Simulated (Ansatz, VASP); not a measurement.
# One calculation of CuI, two programs

```xyz
4
Lattice="3.6018 0.0000 0.0000 0.0000 4.4022 0.0000 0.0000 0.0000 6.4805" Properties=species:S:1:pos:R:3 pbc="T T T"
Cu    1.8009    2.2011    0.0000
Cu    0.0000    0.0000    0.0000
I     1.8009    0.0000    1.6948
I     0.0000    2.2011    4.7857
```

Change from the starting cell: strain -0.1000 x Voigt [1, -1, 0, 0, 0, 0], atoms carried along.

Alike in both runs: task single point; functional PBEsol; k mesh 8 × 8 × 4; occupations gaussian, width 0.05 eV; no spin polarisation.

|  | VASP | Ansatz |
| --- | --- | --- |
| version | VASP 6.6.1 | Ansatz 0.2.0 |
| potentials or method | VASP PAW PBE potentials, release 64 (Cu, I), cutoff 520 eV | scalar-relativistic, plane waves, PAW |
| valence electrons in the cell | 36 | 72 |

```csv
,VASP,Ansatz,Ansatz less VASP
gap on the k mesh at the Fermi level (eV),0.72,0.72,-0.009
least direct gap on the mesh (eV),0.72,0.72,-0.009
pressure (GPa),3.2,3.0,-0.17
"traceless stress, the component that is largest in VASP (GPa)",9.10,9.10,-0.006
rms of the force components (eV/Å),0.415,0.408,-0.0077
```

VASP's potentials were made for PBE, not for PBEsol. Atom by atom the forces differ by 0.010 eV/Å (rms over components). VASP's potentials hold 36 valence electrons a cell and Ansatz's 72, so a difference there can come from the potentials and not from the codes.

Neither program's run includes spin-orbit coupling.
